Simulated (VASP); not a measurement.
# ZnS (R3m) in VASP: further runs

The runs below take ZnS through single point, with PBEsol.

Everything below comes from runs of VASP 6.6.1. Logs are shortened: lines on timing, memory, paths and dates and some standing lists are left out, and cuts for length are marked.

### 1 The cell of the first run

The structure is trigonal, space group R3m (No. 160). The conventional cell has a = 3.692 Å, b = 3.692 Å, c = 9.766 Å, α = 90.00°, β = 90.00°, γ = 120.00°. Within 3.0 Å of Zn (site symmetry 3m) lie 4 S at 2.28 to 2.44 Å. S (site symmetry 3m) has 4 Zn at 2.28 to 2.44 Å within 3.0 Å.

### 2 Single point, PBEsol

File INCAR:

```
SYSTEM = ZnS
ALGO = Normal ; EDIFF = 1E-7
ENCUT = 520 ; GGA = PS
ISIF = 2 ; ISMEAR = 0
LASPH = .TRUE. ; LCHARG = .FALSE.
LREAL = .FALSE. ; LWAVE = .FALSE.
NBANDS = 16 ; NELM = 80
PREC = Accurate ; SIGMA = 0.05
```

File KPOINTS:

```
k-points
0
G
  10 10 10
  0 0 0
```

File POSCAR:

```
ZnS
1.0
    0.1392227030      2.7496483838      2.7496483838
    2.7496483838      0.1392227030      2.7496483838
    2.7496483838      2.7496483838      0.1392227030
Zn S
1 1
Direct
    0.0000000000      0.0000000000      0.0000000000
    0.7500000000      0.7500000000      0.7500000000
```

Potentials or basis: VASP PAW PBE potentials, release 64 (Zn, S).

On the command line:

```console
> cat potpaw_PBE.64/Zn/POTCAR potpaw_PBE.64/S/POTCAR > POTCAR
> mpirun -np 1 vasp_std > vasp.out
```

OUTCAR:

```text
SYSTEM = ZnS
   EDIFF = 1E-7
   ENCUT = 520
   GGA = PS
   ISIF = 2
   ISMEAR = 0
   LASPH = .TRUE.
   LREAL = .FALSE.
   NELM = 80
   PREC = Accurate

 ion  position               nearest neighbor table
   1  0.000  0.000  0.000-   2 2.28   2 2.28   2 2.28   2 2.44
   2  0.750  0.750  0.750-   1 2.28   1 2.28   1 2.28   1 2.44

  LATTYP: Found a trigonal (rhomboedric) cell.
 ALAT       =     3.8910815245
 COS(alpha) =     0.5499279885

  Lattice vectors:

 A1 = (   0.1392227030,   2.7496483838,   2.7496483838)
 A2 = (   2.7496483838,   0.1392227030,   2.7496483838)
 A3 = (   2.7496483838,   2.7496483838,   0.1392227030)

Analysis of symmetry for initial positions (statically):
=====================================================================
 Subroutine PRICEL returns:
 Original cell was already a primitive cell.

 Routine SETGRP: Setting up the symmetry group for a
 trigonal (rhombohedral) supercell.

 Subroutine GETGRP returns: Found  6 space group operations
 (whereof  6 operations were pure point group operations)
 out of a pool of 12 trial point group operations.

The static configuration has the point symmetry C_3v.

Analysis of symmetry for dynamics (positions and initial velocities):
=====================================================================
 Subroutine PRICEL returns:
 Original cell was already a primitive cell.

 Routine SETGRP: Setting up the symmetry group for a
 trigonal (rhombohedral) supercell.

 Subroutine GETGRP returns: Found  6 space group operations
 (whereof  6 operations were pure point group operations)
 out of a pool of 12 trial point group operations.

The dynamic configuration has the point symmetry C_3v.

 Subroutine INISYM returns: Found  6 space group operations
 (whereof  6 operations are pure point group operations),
 and found     1 'primitive' translations

----------------------------------------------------------------------------------------

                                     Primitive cell

  volume of cell :      38.4227

  direct lattice vectors                    reciprocal lattice vectors
     0.139222703  2.749648384  2.749648384    -0.196269016  0.186810268  0.186810268
     2.749648384  0.139222703  2.749648384     0.186810268 -0.196269016  0.186810268
     2.749648384  2.749648384  0.139222703     0.186810268  0.186810268 -0.196269016

  length of vectors
     3.891081524  3.891081524  3.891081524     0.329116513  0.329116513  0.329116513

  position of ions in fractional coordinates (direct lattice)
     0.000000000  0.000000000  0.000000000
     0.750000000  0.750000000  0.750000000

  ion indices of the primitive-cell ions
   primitive index   ion index
                 1           1
                 2           2

----------------------------------------------------------------------------------------

 KPOINTS: k-points

Automatic generation of k-mesh.
 Grid dimensions read from file:
 generate k-points for:   10   10   10

 Generating k-lattice:

  Cartesian coordinates                     Fractional coordinates (reciprocal lattice)
    -0.019626902  0.018681027  0.018681027     0.100000000 -0.000000000 -0.000000000
     0.018681027 -0.019626902  0.018681027    -0.000000000  0.100000000 -0.000000000
     0.018681027  0.018681027 -0.019626902    -0.000000000 -0.000000000  0.100000000

  Length of vectors
     0.032911651  0.032911651  0.032911651

  Shift w.r.t. Gamma in fractional coordinates (k-lattice)
     0.000000000  0.000000000  0.000000000

 Subroutine IBZKPT returns following result:
 ===========================================

 Found    116 irreducible k-points:

 Following reciprocal coordinates:
            Coordinates               Weight
  0.000000  0.000000  0.000000      1.000000
  0.100000 -0.000000 -0.000000      6.000000
  0.200000 -0.000000 -0.000000      6.000000
  0.300000  0.000000 -0.000000      6.000000
  0.400000  0.000000 -0.000000      6.000000
  0.500000  0.000000  0.000000      3.000000
[... 16 lines left out ...]
  0.300000  0.300000  0.000000      6.000000
  0.400000  0.300000 -0.000000     12.000000
 [... further k-points ...]
   k-points           NKPTS =    116   k-points in BZ     NKDIM =    116   number of bands    NBANDS=     16
   number of dos      NEDOS =    301   number of ions     NIONS =      2
   total plane-waves  NPLWV =  27000
   dimension x,y,z NGX =    30 NGY =   30 NGZ =   30
   dimension x,y,z NGXF=    60 NGYF=   60 NGZF=   60
   ions per type =               1   1
   NGX,Y,Z   is equivalent  to a cutoff of  12.82, 12.82, 12.82 a.u.
   NGXF,Y,Z  is equivalent  to a cutoff of  25.63, 25.63, 25.63 a.u.
 SYSTEM =  ZnS
   PREC   = accura    normal or accurate (medium, high low for compatibility)
   ISTART =      0    job   : 0-new  1-cont  2-samecut
   ICHARG =      2    charge: 1-file 2-atom 10-const
   ISPIN  =      1    spin polarized calculation?
   LNONCOLLINEAR =      F non collinear calculations
   LSORBIT =      F    spin-orbit coupling
   LASPH  =      T    aspherical Exc in radial PAW
   ENCUT  =  520.0 eV  38.22 Ry    6.18 a.u.   7.23  7.23  7.23*2*pi/ulx,y,z
   NELM   =     80;   NELMIN=  2; NELMDL= -5     # of ELM steps
   EDIFF  = 0.1E-06   stopping-criterion for ELM
   LREAL  =      F    real-space projection
   EDIFFG = 0.1E-05   stopping-criterion for IOM
   NSW    =      0    number of steps for IOM
   IBRION =     -1    ionic relax: 0-MD 1-quasi-New 2-CG
   NFREE  =      0    steps in history (QN), initial steepest desc. (CG)
   ISIF   =      2    stress and relaxation
   ISYM   =      2    0-nonsym 1-usesym 2-fastsym
   POTIM  = 0.5000    time-step for ionic-motion
   TEBEG  =    0.0;   TEEND  =   0.0 temperature during run
   PSTRESS=    0.0 pullay stress
   NELECT =      18.0000    total number of electrons
   NUPDOWN=      -1.0000    fix difference up-down
   EMIN   =  10.00;   EMAX   =-10.00  energy-range for DOS
   EFERMI =   0.00;   METHOD = LEGACY
   ISMEAR =     0;   SIGMA  =   0.05  broadening in eV -4-tet -1-fermi 0-gaus
   EFERMI_NEDOS =   21; number of points for ismear=-14 and -15
   IALGO  =     38    algorithm
   IMIX   =      4    mixing-type and parameters
     AMIX     =   0.40;   BMIX     =  1.00
     AMIX_MAG =   1.60;   BMIX_MAG =  1.00
  volume/ion in A,a.u.               =      19.21       129.64
  Fermi-wavevector in a.u.,A,eV,Ry     =   1.271461  2.402713 21.995360  1.616613
  Thomas-Fermi vector in A             =   2.404393
   LORBIT       =      0    0 simple, 1 ext, 2 COOP (PROOUT), +10 PAW based schemes
   GGA     = PS    functional components
   LHFCALC =     F    Hartree Fock is set to
   AEXX    =    0.0000 exact exchange contribution
   IVDW    =     0    specifies the selected vdW correction
   LEPSILON=     F    determine dielectric tensor
   LRPA    =     F    only Hartree local field effects (RPA)
 non-spin polarized calculation
 Gauss-broadening in eV      SIGMA  =   0.05
  energy-cutoff  :      520.00
  volume of cell :       38.42
 maximum number of plane-waves:      1060
 NGX is ok and might be reduce to    30

 number of electron      17.9999995 magnetization

 Free energy of the ion-electron system (eV)
  ---------------------------------------------------
  ext. energy  EPLUGINS =         0.00000000
  ---------------------------------------------------
  free energy    TOTEN  =        -7.52353064 eV

  energy without entropy =       -7.52353064  energy(sigma->0) =       -7.52353064

 E-fermi :   2.6710     XC(G=0):  -9.9722

 val. band max:        2.3824866511   @ k =   0.0000   0.0000   0.0000
 cond. band min:       4.2614879470   @ k =   0.0000   0.0000   0.0000
 fundamental gap:      1.8790012959
 Fermi energy:         2.6710147004

 k-point     1 :       0.0000    0.0000    0.0000
  band No.  band energies     occupation
      1     -11.0960      2.00000
      2      -4.2523      2.00000
      3      -4.2523      2.00000
      4      -4.1999      2.00000
      5      -3.7005      2.00000
      6      -3.7005      2.00000
[... 8 lines left out ...]
     15      14.0840      0.00000
     16      14.0957      0.00000

 k-point     2 :       0.1000   -0.0000   -0.0000
  band No.  band energies     occupation
      1     -11.0107      2.00000
      2      -4.2574      2.00000
      3      -4.2355      2.00000
      4      -4.1833      2.00000
      5      -3.7040      2.00000
      6      -3.7014      2.00000
[... 8 lines left out ...]
     15      13.6448      0.00000
     16      14.7811      0.00000

 k-point     3 :       0.2000   -0.0000   -0.0000
  band No.  band energies     occupation
      1     -10.7746      2.00000
      2      -4.2534      2.00000
      3      -4.1938      2.00000
      4      -4.1413      2.00000
      5      -3.7088      2.00000
      6      -3.6999      2.00000
[... 8 lines left out ...]
     15      13.2910      0.00000
     16      14.6143      0.00000

 k-point     4 :       0.3000    0.0000   -0.0000
  band No.  band energies     occupation
      1     -10.4510      2.00000
      2      -4.1895      2.00000
      3      -4.1490      2.00000
      4      -4.0881      2.00000
      5      -3.7023      2.00000
      6      -3.6874      2.00000
[... 8 lines left out ...]
     15      13.8464      0.00000
     16      14.0357      0.00000
[... 324 lines left out ...]
 k-point    22 :      -0.2000    0.2000    0.0000
  band No.  band energies     occupation
      1     -10.3305      2.00000
      2      -4.1715      2.00000
      3      -4.1300      2.00000
      4      -4.0594      2.00000
      5      -3.7352      2.00000
      6      -3.6519      2.00000
[... 8 lines left out ...]
     15      15.4933      0.00000
     16      17.1304      0.00000

 k-point    23 :       0.3000    0.3000    0.0000
  band No.  band energies     occupation
      1     -10.2830      2.00000
      2      -4.3203      2.00000
      3      -4.0568      2.00000
      4      -3.9796      2.00000
      5      -3.7368      2.00000
      6      -3.6486      2.00000
[... 8 lines left out ...]
     15      15.1402      0.00000
     16      18.6096      0.00000

 k-point    24 :       0.4000    0.3000   -0.0000
  band No.  band energies     occupation
      1     -10.0589      2.00000
      2      -4.2840      2.00000
      3      -4.0062      2.00000
      4      -3.9279      2.00000
      5      -3.6822      2.00000
      6      -3.6385      2.00000
[... 8 lines left out ...]
     15      15.6468      0.00000
     16      18.0174      0.00000

 [... further k-points ...]
[... 5 lines left out ...]
  --------------------------------------------------------------------------------------
  -------------------------------------------------------------------------------------
  Total        0.2232283      0.2232283      0.2232283     -0.8205080     -0.8205080     -0.8205080
  in kB        9.3083348      9.3083348      9.3083348    -34.2141425    -34.2141425    -34.2141425
  external PRESSURE =       9.3083348 kB  Pullay stress =       0.0000000 kB

 VOLUME and BASIS-vectors are now :
 -----------------------------------------------------------------------------
  energy-cutoff  :      520.00
  volume of cell :       38.42
      direct lattice vectors                 reciprocal lattice vectors
     0.139222703  2.749648384  2.749648384    -0.196269016  0.186810268  0.186810268
     2.749648384  0.139222703  2.749648384     0.186810268 -0.196269016  0.186810268
     2.749648384  2.749648384  0.139222703     0.186810268  0.186810268 -0.196269016

 POSITION                                       TOTAL-FORCE (eV/Angst)
 -----------------------------------------------------------------------------------
      0.00000      0.00000      0.00000        -0.231130     -0.231130     -0.231130
      4.22889      4.22889      4.22889         0.231130      0.231130      0.231130
 -----------------------------------------------------------------------------------
    total drift:                               -0.000031     -0.000031     -0.000031

  FREE ENERGIE OF THE ION-ELECTRON SYSTEM (eV)
  ---------------------------------------------------
  free  energy   TOTEN  =        -7.5235306440 eV

  energy  without entropy=       -7.5235306440  energy(sigma->0) =       -7.52353064
```

Wall time 32 s (1 thread of Intel Xeon 6975P-C (Granite Rapids), shared host); peak memory 0.21 GiB.

What came out:

```
Free energy            : -7.5235 eV
Pressure               : 0.9 GPa
Largest force          : 0.400 eV/Å
Band gap on the k mesh : 1.88 eV, direct
```

Forces on the atoms (eV/Å):
```
Zn  -0.231 -0.231 -0.231
S    0.231  0.231  0.231
```

Caveat: the PAW data sets were made with another functional, which shifts forces and pressure a little.

### 3 Single point, PBEsol

This run uses another cell than the first one, of the same volume but with other edges.

File INCAR:

```
  ALGO = Normal
  EDIFF = 1E-6
  ENCUT = 520
  GGA = PS
  ISIF = 2
  ISMEAR = 0
  LASPH = T
  LCHARG = T
  LELF = T
  LREAL = F
  LVHAR = T
  LWAVE = F
  NBANDS = 16
  NELM = 60
  PREC = Accurate
  SIGMA = 0.05
```

File KPOINTS:

```
k-points
0
Gamma
  10 10 10
```

File POSCAR:

```
ZnS
1.0
    0.3360451046      2.8563833887      2.8563833887
    2.8563833887      0.3360451046      2.8563833887
    2.8563833887      2.8563833887      0.3360451046
Zn S
1 1
Direct
    0.0000000000      0.0000000000      0.0000000000
    0.7500000000      0.7500000000      0.7500000000
```

Potentials or basis: VASP PAW PBE potentials, release 64 (Zn, S).

On the command line:

```console
> cat potpaw_PBE.64/Zn/POTCAR potpaw_PBE.64/S/POTCAR > POTCAR
> mpirun -np 1 vasp_std > vasp.out
```

Run time: 33 s. Hardware: 1 thread of Intel Xeon 6975P-C (Granite Rapids), shared host; peak memory 0.21 GiB.

Results (log left out):

- Free energy: -7.2536 eV
- Pressure: 3.9 GPa
- Largest force: 0.614 eV/Å
- Band gap on the k mesh: 1.20 eV, direct

Forces in eV/Å, atoms in the order of the input:
```
Zn  -0.354 -0.354 -0.354
S    0.354  0.354  0.354
```

Stress tensor (GPa, compression positive):
```
 3.95 -7.09 -7.09
-7.09  3.95 -7.09
-7.09 -7.09  3.95
```

Levels at points of the mesh, in eV from the valence-band top:
```
           k point  band 6  band 7  band 8  band 9  band 10  band 11  band 12  band 13
(0.00, 0.00, 0.00)   -6.37   -1.11    0.00    0.00     1.20     5.26     6.90     6.90
(0.50, 0.00, 0.00)   -6.10   -5.81   -1.59   -1.27     2.46     5.68     7.18     8.30
(0.50, 0.50, 0.00)   -6.15   -5.12   -3.06   -2.05     2.45     4.14     9.24    11.34
(0.50, 0.50, 0.50)   -6.36   -5.60   -0.48   -0.48     4.15     7.32     7.32     7.48
```

Caveat: the PAW data sets were made with another functional, which shifts forces and pressure a little.
